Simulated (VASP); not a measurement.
The system is Pt.

```
Pt
1.0
    -1.58217    1.58498    1.58466
     1.60292   -1.57978    1.60020
     1.56748    1.56509   -1.57945
Pt
1
Direct
  0.00000 0.00000 0.00000
```

Base run:

```yaml
Program: VASP 6.6.1
Functional: PBEsol
Potentials_or_basis: VASP PAW PBE potentials, release 64 (Pt)
Cutoff: 520 eV
k_mesh: 9 × 8 × 9
Occupations: methfessel-paxton, width 0.05 eV
Spin: no spin polarisation
```

Its results: band gap on the k mesh zero (band 5 reaches 10.80 eV, above the bottom of band 6 at 8.91 eV); pressure -11.4 GPa.

After a change of settings the same cell gave: band gap on the k mesh zero (band 5 reaches 10.79 eV, above the bottom of band 6 at 8.73 eV); pressure -5.6 GPa. Which change was it?
A. functional from PBEsol to r2SCAN; occupations from methfessel-paxton, width 0.05 eV to fermi-dirac, width 0.1 eV
B. occupations from methfessel-paxton, width 0.05 eV to methfessel-paxton, width 0.005 eV; further incar settings from ALGO = Normal; EDIFF = 1e-06; NBANDS = 11 to ALGO = Fast; EDIFF = 1e-06; NBANDS = 11
C. occupations from methfessel-paxton, width 0.05 eV to methfessel-paxton, width 0.01 eV
D. functional from PBEsol to LDA; potentials or basis from VASP PAW PBE potentials, release 64 (Pt) to VASP PAW LDA potentials, release 64 (Pt)

A.

Caveats: the PAW data sets were made with another functional, which shifts forces and pressure a little; spin-orbit coupling is left out, which moves the levels of the heavy elements.
